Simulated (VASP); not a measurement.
Input of a VASP 6.6.1 run:

Contents of INCAR:

```
  PREC = Accurate
  ENCUT = 520
  EDIFF = 1E-6
  ISMEAR = 0
  SIGMA = 0.01
  LREAL = False
  LASPH = True
  NELM = 60
  ALGO = Normal
  ISIF = 2
  LWAVE = False
  LCHARG = False
  GGA = PE
  NBANDS = 16
```

The input KPOINTS:

```
Automatic mesh
0
Gamma
  9 9 4
```

File POSCAR:

```
BN
1.0
    2.4867894089      0.0000000000      0.0000000000
   -1.2433947044      2.1536228020      0.0000000000
    0.0000000000      0.0000000000      8.2431101142
B N
2 2
Direct
    0.3333333333      0.6666666667      0.2500000000
    0.6666666667      0.3333333333      0.7500000000
    0.6666666667      0.3333333333      0.2500000000
    0.3333333333      0.6666666667      0.7500000000
```

Potentials or basis: VASP PAW PBE potentials, release 64 (B, N).

Run with:

```sh
$ cat potpaw_PBE.64/B/POTCAR potpaw_PBE.64/N/POTCAR > POTCAR
$ mpirun -np 1 vasp_std > vasp.out
```

Task: Estimate the pressure.

Result: 6.1 GPa.

Task: What does it give for the band gap on the k mesh?

Result: 4.40 eV, indirect (least direct gap 4.73 eV).

Stress tensor (GPa, compression positive):
```
 9.25  0.00  0.00
 0.00  9.25  0.00
 0.00  0.00 -0.05
```

Caveat: this functional lacks dispersion, which binds the layers, so the pressure and a relaxed spacing across them are unreliable. A k mesh can miss the band edges.
